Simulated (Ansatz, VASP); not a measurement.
**Two plane-wave programs on HfSi53**

```
Hf Si
1.0
    -8.20514   -8.20514    0.00000
    -8.20514    0.00000   -8.20514
     0.00000   -8.20514   -8.20514
Hf Si
1 53
Direct
  0.58333 0.58333 0.58333
  0.25000 0.58333 0.58333
  0.91667 0.58333 0.58333
  0.58333 0.25000 0.58333
  0.25000 0.25000 0.58333
  0.91667 0.25000 0.58333
  0.58333 0.91667 0.58333
  0.25000 0.91667 0.58333
  0.91667 0.91667 0.58333
  0.58333 0.58333 0.25000
  0.25000 0.58333 0.25000
  0.91667 0.58333 0.25000
  0.58333 0.25000 0.25000
  0.25000 0.25000 0.25000
  0.91667 0.25000 0.25000
  0.58333 0.91667 0.25000
  0.25000 0.91667 0.25000
  0.91667 0.91667 0.25000
  0.58333 0.58333 0.91667
  0.25000 0.58333 0.91667
  0.91667 0.58333 0.91667
  0.58333 0.25000 0.91667
  0.25000 0.25000 0.91667
  0.91667 0.25000 0.91667
  0.58333 0.91667 0.91667
  0.25000 0.91667 0.91667
  0.91667 0.91667 0.91667
  0.66667 0.66667 0.33333
  0.33333 0.66667 0.33333
  0.00000 0.66667 0.33333
  0.66667 0.33333 0.33333
  0.33333 0.33333 0.33333
  0.00000 0.33333 0.33333
  0.66667 0.00000 0.33333
  0.33333 0.00000 0.33333
  0.00000 0.00000 0.33333
  0.66667 0.66667 0.00000
  0.33333 0.66667 0.00000
  0.00000 0.66667 0.00000
  0.66667 0.33333 0.00000
  0.33333 0.33333 0.00000
  0.00000 0.33333 0.00000
  0.66667 0.00000 0.00000
  0.33333 0.00000 0.00000
  0.00000 0.00000 0.00000
  0.66667 0.66667 0.66667
  0.33333 0.66667 0.66667
  0.00000 0.66667 0.66667
  0.66667 0.33333 0.66667
  0.33333 0.33333 0.66667
  0.00000 0.33333 0.66667
  0.66667 0.00000 0.66667
  0.33333 0.00000 0.66667
  0.00000 0.00000 0.66667
```

Alike in both runs: task relaxation of the atoms; functional PBE; k mesh 1 × 1 × 1; occupations gaussian, width 0.01 eV; no spin polarisation.

```csv
,VASP,Ansatz
version,VASP 6.6.1,Ansatz 0.2.0
potentials or method,"VASP PAW PBE potentials, release 64 (Hf_pv, Si), cutoff 520 eV","scalar-relativistic, plane waves, PAW"
valence electrons in the cell,222,238
```

```csv
,VASP,Ansatz,Ansatz less VASP
"gap on the k mesh at the Fermi level, each at its own relaxed structure (eV)",0.62,0.62,+0.002
```

VASP's potentials hold 222 valence electrons a cell and Ansatz's 238, so a difference there can come from the potentials and not from the codes.

Spin-orbit coupling is off throughout.
